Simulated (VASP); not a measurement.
# Pt (I4/mmm) in VASP: notebook

The runs below take Pt through single point, with PBE.

All numbers are computed with VASP 6.6.1; they aren't measurements. Logs are shortened: lines on timing, memory, paths and dates and some standing lists are left out, and cuts for length are marked.

### 1 The cell of the first run

Symmetry: I4/mmm, No. 139, tetragonal system. The conventional cell has a = 2.838 Å, b = 2.838 Å, c = 4.112 Å, α = 90.00°, β = 90.00°, γ = 90.00°. Pt (site symmetry 4/mmm) has 12 Pt at 2.84 to 2.87 Å within 3.7 Å.

### 2 Single point, PBE (strain +0.025 along x and y, +0.050 along z)

INCAR reads:

```
PREC = Accurate ; ENCUT = 520
EDIFF = 1E-6 ; ISMEAR = 0
SIGMA = 0.15 ; LREAL = F
LASPH = T ; NELM = 60
ALGO = Normal ; ISIF = 2
LWAVE = F ; LCHARG = T
GGA = PE ; LELF = T
LVHAR = T ; NBANDS = 11
```

KPOINTS reads:

```
Automatic mesh
0
Gamma
  20 20 20
```

POSCAR reads:

```
Pt
1.0
    0.0000000000      2.0068475000      2.0557950000
    2.0068475000      0.0000000000      2.0557950000
    2.0068475000      2.0068475000      0.0000000000
Pt
1
Direct
    0.0000000000      0.0000000000      0.0000000000
```

Potentials or basis: VASP PAW PBE potentials, release 64 (Pt).

Launch:

```sh
cat potpaw_PBE.64/Pt/POTCAR > POTCAR
mpirun -np 1 vasp_std > vasp.out
```

OUTCAR:

```text
PREC = Accurate
   ENCUT = 520
   EDIFF = 1E-6
   ISMEAR = 0
   LREAL = F
   LASPH = T
   NELM = 60
   ISIF = 2
   GGA = PE

 ion  position               nearest neighbor table
   1  0.000  0.000  0.000-

  LATTYP: Found a body centered tetragonal cell.
 ALAT       =     2.8381109521
 C/A-ratio  =     1.4487065761

  Lattice vectors:

 A1 = (  -2.0068475000,   0.0000000000,   2.0557950000)
 A2 = (   2.0068475000,   0.0000000000,   2.0557950000)
 A3 = (   0.0000000000,   2.0068475000,  -2.0557950000)

Analysis of symmetry for initial positions (statically):
=====================================================================
 Subroutine PRICEL returns:
 Original cell was already a primitive cell.

 Routine SETGRP: Setting up the symmetry group for a
 body centered tetragonal supercell.

 Subroutine GETGRP returns: Found 16 space group operations
 (whereof 16 operations were pure point group operations)
 out of a pool of 16 trial point group operations.

The static configuration has the point symmetry D_4h.

Analysis of symmetry for dynamics (positions and initial velocities):
=====================================================================
 Subroutine PRICEL returns:
 Original cell was already a primitive cell.

 Routine SETGRP: Setting up the symmetry group for a
 body centered tetragonal supercell.

 Subroutine GETGRP returns: Found 16 space group operations
 (whereof 16 operations were pure point group operations)
 out of a pool of 16 trial point group operations.

The dynamic configuration has the point symmetry D_4h.

 Subroutine INISYM returns: Found 16 space group operations
 (whereof 16 operations are pure point group operations),
 and found     1 'primitive' translations

----------------------------------------------------------------------------------------

                                     Primitive cell

  volume of cell :      16.5592

  direct lattice vectors                    reciprocal lattice vectors
     0.000000000  2.006847500  2.055795000    -0.249146983  0.249146983  0.243214912
     2.006847500  0.000000000  2.055795000     0.249146983 -0.249146983  0.243214912
     2.006847500  2.006847500  0.000000000     0.249146983  0.249146983 -0.243214912

  length of vectors
     2.872930554  2.872930554  2.838110952     0.428137749  0.428137749  0.428137749

  position of ions in fractional coordinates (direct lattice)
     0.000000000  0.000000000  0.000000000

  ion indices of the primitive-cell ions
   primitive index   ion index
                 1           1

----------------------------------------------------------------------------------------

 KPOINTS: Automatic mesh

Automatic generation of k-mesh.
 Grid dimensions read from file:
 generate k-points for:   20   20   20

 Generating k-lattice:

  Cartesian coordinates                     Fractional coordinates (reciprocal lattice)
    -0.012457349  0.012457349  0.012160746     0.050000000  0.000000000  0.000000000
     0.012457349 -0.012457349  0.012160746     0.000000000  0.050000000  0.000000000
     0.012457349  0.012457349 -0.012160746    -0.000000000 -0.000000000  0.050000000

  Length of vectors
     0.021406887  0.021406887  0.021406887

  Shift w.r.t. Gamma in fractional coordinates (k-lattice)
     0.000000000  0.000000000  0.000000000

 Subroutine IBZKPT returns following result:
 ===========================================

 Found    641 irreducible k-points:

 Following reciprocal coordinates:
            Coordinates               Weight
  0.000000  0.000000  0.000000      1.000000
  0.050000  0.000000  0.000000      8.000000
  0.100000  0.000000  0.000000      8.000000
  0.150000  0.000000  0.000000      8.000000
  0.200000  0.000000  0.000000      8.000000
  0.250000 -0.000000  0.000000      8.000000
[... 16 lines left out ...]
 -0.400000  0.050000  0.000000      8.000000
 -0.350000  0.050000  0.000000      8.000000
 [... further k-points ...]
   k-points           NKPTS =    641   k-points in BZ     NKDIM =    641   number of bands    NBANDS=     11
   number of dos      NEDOS =    301   number of ions     NIONS =      1
   total plane-waves  NPLWV =  13824
   dimension x,y,z NGX =    24 NGY =   24 NGZ =   24
   dimension x,y,z NGXF=    48 NGYF=   48 NGZF=   48
   ions per type =               1
   NGX,Y,Z   is equivalent  to a cutoff of  13.89, 13.89, 14.06 a.u.
   NGXF,Y,Z  is equivalent  to a cutoff of  27.78, 27.78, 28.12 a.u.
 SYSTEM =  unknown system
   PREC   = accura    normal or accurate (medium, high low for compatibility)
   ISTART =      0    job   : 0-new  1-cont  2-samecut
   ICHARG =      2    charge: 1-file 2-atom 10-const
   ISPIN  =      1    spin polarized calculation?
   LNONCOLLINEAR =      F non collinear calculations
   LSORBIT =      F    spin-orbit coupling
   LASPH  =      T    aspherical Exc in radial PAW
   ENCUT  =  520.0 eV  38.22 Ry    6.18 a.u.   5.34  5.34  5.28*2*pi/ulx,y,z
   NELM   =     60;   NELMIN=  2; NELMDL= -5     # of ELM steps
   EDIFF  = 0.1E-05   stopping-criterion for ELM
   LREAL  =      F    real-space projection
   EDIFFG = 0.1E-04   stopping-criterion for IOM
   NSW    =      0    number of steps for IOM
   IBRION =     -1    ionic relax: 0-MD 1-quasi-New 2-CG
   NFREE  =      0    steps in history (QN), initial steepest desc. (CG)
   ISIF   =      2    stress and relaxation
   ISYM   =      2    0-nonsym 1-usesym 2-fastsym
   POTIM  = 0.5000    time-step for ionic-motion
   TEBEG  =    0.0;   TEEND  =   0.0 temperature during run
   PSTRESS=    0.0 pullay stress
   NELECT =      10.0000    total number of electrons
   NUPDOWN=      -1.0000    fix difference up-down
   EMIN   =  10.00;   EMAX   =-10.00  energy-range for DOS
   EFERMI =   0.00;   METHOD = LEGACY
   ISMEAR =     0;   SIGMA  =   0.15  broadening in eV -4-tet -1-fermi 0-gaus
   EFERMI_NEDOS =   21; number of points for ismear=-14 and -15
   IALGO  =     38    algorithm
   IMIX   =      4    mixing-type and parameters
     AMIX     =   0.40;   BMIX     =  1.00
     AMIX_MAG =   1.60;   BMIX_MAG =  1.00
  volume/ion in A,a.u.               =      16.56       111.75
  Fermi-wavevector in a.u.,A,eV,Ry     =   1.383764  2.614935 26.052468  1.914802
  Thomas-Fermi vector in A             =   2.508331
   LORBIT       =      0    0 simple, 1 ext, 2 COOP (PROOUT), +10 PAW based schemes
   GGA     = PE    functional components
   LHFCALC =     F    Hartree Fock is set to
   AEXX    =    0.0000 exact exchange contribution
   IVDW    =     0    specifies the selected vdW correction
   LEPSILON=     F    determine dielectric tensor
   LRPA    =     F    only Hartree local field effects (RPA)
 non-spin polarized calculation
 Gauss-broadening in eV      SIGMA  =   0.15
  energy-cutoff  :      520.00
  volume of cell :       16.56
 maximum number of plane-waves:       459
 NGX is ok and might be reduce to    24
   NGX = 11   NGY = 11   NGZ = 11

 number of electron      10.0000000 magnetization

 number of electron       9.9999999 magnetization

 Free energy of the ion-electron system (eV)
  ---------------------------------------------------
  ext. energy  EPLUGINS =         0.00000000
  ---------------------------------------------------
  free energy    TOTEN  =        -6.07026024 eV

  energy without entropy =       -6.04732544  energy(sigma->0) =       -6.05879284

 E-fermi :   9.5543     XC(G=0): -12.9335

 val. band max:        9.5506687242   @ k =   0.5000   0.0000   0.4500
 cond. band min:       9.5564096072   @ k =   0.4000   0.0500   0.1000
 fundamental gap:      0.0057408831
 Fermi energy:         9.5543459865

 k-point     1 :       0.0000    0.0000    0.0000
  band No.  band energies     occupation
      1       0.3503      2.00000
      2       6.1388      2.00000
      3       6.3920      2.00000
      4       6.3920      2.00000
      5       8.0031      2.00000
      6       8.2908      2.00000
      7      24.4157      0.00000
      8      28.5101      0.00000
      9      29.0218      0.00000
     10      29.0218      0.00000
     11      33.8750      0.00000

 k-point     2 :       0.0500    0.0000    0.0000
  band No.  band energies     occupation
      1       0.4426      2.00000
      2       6.1481      2.00000
      3       6.3798      2.00000
      4       6.4273      2.00000
      5       7.9876      2.00000
      6       8.2689      2.00000
      7      24.5488      0.00000
      8      28.2298      0.00000
      9      28.8795      0.00000
     10      29.1535      0.00000
     11      34.4409      0.00000

 k-point     3 :       0.1000    0.0000    0.0000
  band No.  band energies     occupation
      1       0.7133      2.00000
      2       6.1206      2.00000
      3       6.3996      2.00000
      4       6.5233      2.00000
      5       7.9554      2.00000
      6       8.2158      2.00000
      7      24.9115      0.00000
      8      27.0855      0.00000
      9      29.1921      0.00000
     10      29.5361      0.00000
     11      35.0158      0.00000

 k-point     4 :       0.1500    0.0000    0.0000
  band No.  band energies     occupation
      1       1.1420      2.00000
      2       6.0248      2.00000
      3       6.4823      2.00000
      4       6.6473      2.00000
      5       7.9512      2.00000
      6       8.1708      2.00000
      7      25.2802      0.00000
      8      25.7644      0.00000
      9      29.7742      0.00000
     10      30.1262      0.00000
     11      33.7267      0.00000

 k-point     5 :       0.2000    0.0000    0.0000
  band No.  band energies     occupation
      1       1.6847      2.00000
      2       5.9500      2.00000
      3       6.5411      2.00000
      4       6.7401      2.00000
      5       8.0430      2.00000
      6       8.1992      2.00000
      7      23.9998      0.00000
      8      25.8346      0.00000
      9      30.4848      0.00000
     10      30.8171      0.00000
     11      32.5325      0.00000
[... 211 lines left out ...]
 k-point    21 :       0.5000    0.0500    0.0000
  band No.  band energies     occupation
      1       3.2294      2.00000
      2       6.0875      2.00000
      3       6.4403      2.00000
      4       8.6828      2.00000
      5       9.5248      1.21943
      6      10.3763      0.00000
      7      14.7855      0.00000
      8      24.0270      0.00000
      9      27.4502      0.00000
     10      27.9709      0.00000
     11      36.1532      0.00000

 k-point    22 :      -0.4500    0.0500    0.0000
  band No.  band energies     occupation
      1       3.2298      2.00000
      2       6.1058      2.00000
      3       6.4383      2.00000
      4       8.6128      2.00000
      5       9.4258      1.77436
      6      10.3452      0.00000
      7      14.9848      0.00000
      8      24.0523      0.00000
      9      27.2962      0.00000
     10      28.2702      0.00000
     11      35.8396      0.00000

 k-point    23 :      -0.4000    0.0500    0.0000
  band No.  band energies     occupation
      1       3.2159      2.00000
      2       6.1685      2.00000
      3       6.4834      2.00000
      4       8.0133      2.00000
      5       9.1945      1.99931
      6       9.9260      0.00046
      7      16.2445      0.00000
      8      24.2662      0.00000
      9      27.5306      0.00000
     10      28.9493      0.00000
     11      35.0388      0.00000

 k-point    24 :      -0.3500    0.0500    0.0000
  band No.  band energies     occupation
      1       3.1447      2.00000
      2       6.2619      2.00000
      3       6.5693      2.00000
      4       7.1684      2.00000
      5       8.8725      2.00000
      6       9.4941      1.43018
      7      17.9577      0.00000
      8      24.6547      0.00000
      9      28.0950      0.00000
     10      29.9693      0.00000
     11      33.8667      0.00000

 [... further k-points ...]

------------------------ aborting loop because EDIFF is reached ----------------------------------------

  FORCE on cell =-STRESS in cart. coord.  units (eV):
  Direction    XX          YY          ZZ          XY          YZ          ZX
  --------------------------------------------------------------------------------------
  -------------------------------------------------------------------------------------
  Total       -1.2126684     -1.2126684     -1.3924101      0.0000000      0.0000000     -0.0000000
  in kB     -117.3313605   -117.3313605   -134.7222073      0.0000000      0.0000000     -0.0000000
  external PRESSURE =    -123.1283094 kB  Pullay stress =       0.0000000 kB

 VOLUME and BASIS-vectors are now :
 -----------------------------------------------------------------------------
  energy-cutoff  :      520.00
  volume of cell :       16.56
      direct lattice vectors                 reciprocal lattice vectors
     0.000000000  2.006847500  2.055795000    -0.249146983  0.249146983  0.243214912
     2.006847500  0.000000000  2.055795000     0.249146983 -0.249146983  0.243214912
     2.006847500  2.006847500  0.000000000     0.249146983  0.249146983 -0.243214912

 POSITION                                       TOTAL-FORCE (eV/Angst)
 -----------------------------------------------------------------------------------
      0.00000      0.00000      0.00000         0.000000      0.000000      0.000000
 -----------------------------------------------------------------------------------
    total drift:                                0.000000     -0.000000     -0.000000

  FREE ENERGIE OF THE ION-ELECTRON SYSTEM (eV)
  ---------------------------------------------------
  free  energy   TOTEN  =        -6.0702602369 eV

  energy  without entropy=       -6.0473254434  energy(sigma->0) =       -6.05879284
```

It took 70 s on 1 thread of Intel Xeon Platinum 8259CL at 2.50GHz (Skylake/Cascade Lake), shared host; peak memory 0.24 GiB.

Results:

```
Free energy            : -6.0703 eV
Pressure               : -12.3 GPa
Band gap on the k mesh : zero (bands 5 and 6 overlap by 2.00 eV)
```

Caveat: the cell differs from its parent crystal (strain +0.025 along x and y, +0.050 along z); the cell stands under tension; spin-orbit coupling is left out, which moves the levels of the heavy elements.

### 3 Single point, PBE (strain +0.050 along x and y, +0.025 along z)

INCAR reads:

```
SYSTEM = Pt
PREC     = Accurate       ! precision mode
ENCUT    = 520            ! plane-wave cutoff, eV
EDIFF    = 1E-6           ! SCF threshold, eV
ISMEAR   = 0              ! smearing method
SIGMA    = 0.15           ! smearing width, eV
LREAL    = .FALSE.        ! projectors in reciprocal space
LASPH    = .TRUE.         ! aspherical terms in the spheres
NELM     = 60             ! most SCF steps
ALGO     = Normal         ! electronic algorithm
ISIF     = 2              ! what is computed and relaxed
LWAVE    = .FALSE.        ! write WAVECAR
LCHARG   = .FALSE.        ! write CHGCAR
GGA      = PE             ! functional
NBANDS   = 11             ! bands
```

KPOINTS reads:

```
regular mesh
0
G
  20 20 20
  0 0 0
```

POSCAR reads:

```
Pt
1.0
    0.0000000000      2.0557950000      2.0068475000
    2.0557950000      0.0000000000      2.0068475000
    2.0557950000      2.0557950000      0.0000000000
Pt
1
Direct
    0.0000000000      0.0000000000      0.0000000000
```

Potentials or basis: VASP PAW PBE potentials, release 64 (Pt).

Launch:

```sh
cat potpaw_PBE.64/Pt/POTCAR > POTCAR
mpirun -np 1 vasp_std > vasp.out
```

OUTCAR:

```text
SYSTEM = Pt
   PREC = Accurate
   ENCUT = 520
   EDIFF = 1E-6
   ISMEAR = 0
   LREAL = .FALSE.
   LASPH = .TRUE.
   NELM = 60
   ISIF = 2
   GGA = PE

 ion  position               nearest neighbor table
   1  0.000  0.000  0.000-

  LATTYP: Found a body centered tetragonal cell.
 ALAT       =     2.9073331705
 C/A-ratio  =     1.3805418109

  Lattice vectors:

 A1 = (   0.0000000000,  -2.0557950000,  -2.0068475000)
 A2 = (   0.0000000000,   2.0557950000,  -2.0068475000)
 A3 = (   2.0557950000,   0.0000000000,   2.0068475000)

[... 508 lines left out ...]
      5       8.5196      2.00000
      6       9.0059      1.79762
      7      17.4578      0.00000
      8      24.3122      0.00000
      9      27.7596      0.00000
     10      28.8999      0.00000
     11      33.4175      0.00000

 [... further k-points ...]
[... 5 lines left out ...]
  --------------------------------------------------------------------------------------
  -------------------------------------------------------------------------------------
  Total       -1.7684178     -1.7684178     -1.6385081      0.0000000      0.0000000      0.0000000
  in kB     -167.0288503   -167.0288503   -154.7587480      0.0000000      0.0000000      0.0000000
  external PRESSURE =    -162.9388162 kB  Pullay stress =       0.0000000 kB

 VOLUME and BASIS-vectors are now :
 -----------------------------------------------------------------------------
  energy-cutoff  :      520.00
  volume of cell :       16.96
      direct lattice vectors                 reciprocal lattice vectors
     0.000000000  2.055795000  2.006847500    -0.243214912  0.243214912  0.249146983
     2.055795000  0.000000000  2.006847500     0.243214912 -0.243214912  0.249146983
     2.055795000  2.055795000  0.000000000     0.243214912  0.243214912 -0.249146983

 POSITION                                       TOTAL-FORCE (eV/Angst)
 -----------------------------------------------------------------------------------
      0.00000      0.00000      0.00000         0.000000      0.000000      0.000000
 -----------------------------------------------------------------------------------
    total drift:                               -0.000000      0.000000     -0.000000

  FREE ENERGIE OF THE ION-ELECTRON SYSTEM (eV)
  ---------------------------------------------------
  free  energy   TOTEN  =        -6.0345796489 eV

  energy  without entropy=       -6.0108537213  energy(sigma->0) =       -6.02271669
```

stdout:

```text
POSCAR found type information on POSCAR Pt
 POSCAR found :  1 types and       1 ions
 scaLAPACK will be used
 LDA part: xc-table for (Slater+PW92), standard interpolation
 POSCAR, INCAR and KPOINTS ok, starting setup
 FFT: planning ... GRIDC
 FFT: planning ... GRID_SOFT
 FFT: planning ... GRID
 WAVECAR not read
 entering main loop
```

Run time: 62 s. Hardware: 1 thread of Intel Xeon Platinum 8259CL at 2.50GHz (Skylake/Cascade Lake), shared host; peak memory 0.24 GiB.

Results:

```yaml
Free_energy: -6.0346 eV
Pressure: -16.3 GPa
Band_gap_on_the_k_mesh: zero (bands 5 and 6 overlap by 1.87 eV)
```

Levels at points of the mesh, in eV from the Fermi level:
| k point | band 3 | band 4 | band 5 | band 6 | band 7 | band 8 |
| --- | --- | --- | --- | --- | --- | --- |
| (0.00, 0.00, 0.00) | -3.20 | -2.96 | -1.49 | -1.22 | 14.90 | 19.04 |
| (0.50, 0.00, 0.00) | -3.05 | -0.04 | 0.00 | 0.08 | 5.00 | 14.40 |
| (0.50, 0.50, 0.00) | -0.02 | 0.39 | 0.39 | 2.30 | 8.06 | 10.74 |
| (0.50, 0.00, 0.50) | -0.01 | 0.28 | 0.47 | 1.88 | 7.50 | 11.11 |

Caveat: the cell differs from its parent crystal (strain +0.050 along x and y, +0.025 along z); the cell stands under tension; spin-orbit coupling is left out, which moves the levels of the heavy elements.
